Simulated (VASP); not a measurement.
Set up this calculation in VASP 6.6.1, as the native input.

```
Task                   : single point
Functional             : BLYP
Potentials or basis    : VASP PAW PBE potentials, release 64 (Co, Ti_sv)
Cutoff                 : 520 eV
k mesh                 : 9 × 9 × 9
Occupations            : fermi-dirac, width 0.05 eV
Spin                   : collinear spin, ferromagnetic start
Starting moments       : [2.0, 1.0] μB
Dipole correction      : no
Further INCAR settings : ALGO = Fast; EDIFF = 1e-06; NBANDS = 22
```

The structure of TiCo lies in POSCAR:

```
TiCo
1.0
    3.0151166799      0.0000000000      0.0000000000
    0.0000000000      3.0151166799      0.0000000000
    0.0000000000      0.0000000000      3.0151166799
Co Ti
1 1
Direct
    0.5000000000      0.5000000000      0.5000000000
    0.0000000000      0.0000000000      0.0000000000
```

One way to write it, as run:

INCAR

```
  PREC = Accurate
  ENCUT = 520
  EDIFF = 1E-6
  ISMEAR = -1
  SIGMA = 0.05
  LREAL = F
  LASPH = T
  NELM = 150
  ALGO = Fast
  ISIF = 2
  LWAVE = F
  LCHARG = F
  ISPIN = 2
  MAGMOM = 2 1
  LORBIT = 11
  LMAXMIX = 4
  GGA = B5
  ALDAX = 1.0
  AGGAX = 1.0
  AGGAC = 1.0
  ALDAC = 0.0
  NBANDS = 22
```

KPOINTS

```
regular mesh
0
Gamma
  9 9 9
```

Potentials or basis: VASP PAW PBE potentials, release 64 (Co, Ti_sv).

The run is started by

```bash
$ cat potpaw_PBE.64/Co/POTCAR potpaw_PBE.64/Ti_sv/POTCAR > POTCAR
$ mpirun -np 1 vasp_std > vasp.out
```

Results of the run:

```
Pressure                                              : -0.2 GPa
Net moment                                            : 0.80 μB per cell
Site moments                                          : Co +0.86; Ti -0.01 μB
Valence electrons inside the program's atomic spheres : Co 8.29; Ti 10.29
```

Caveat: the PAW data sets were made with another functional, which shifts forces and pressure a little.

Wall time 24 s on 1 thread of Intel(R) Xeon(R) 6975P-C (Granite Rapids), with other jobs on the host, peak memory 0.17 GiB.
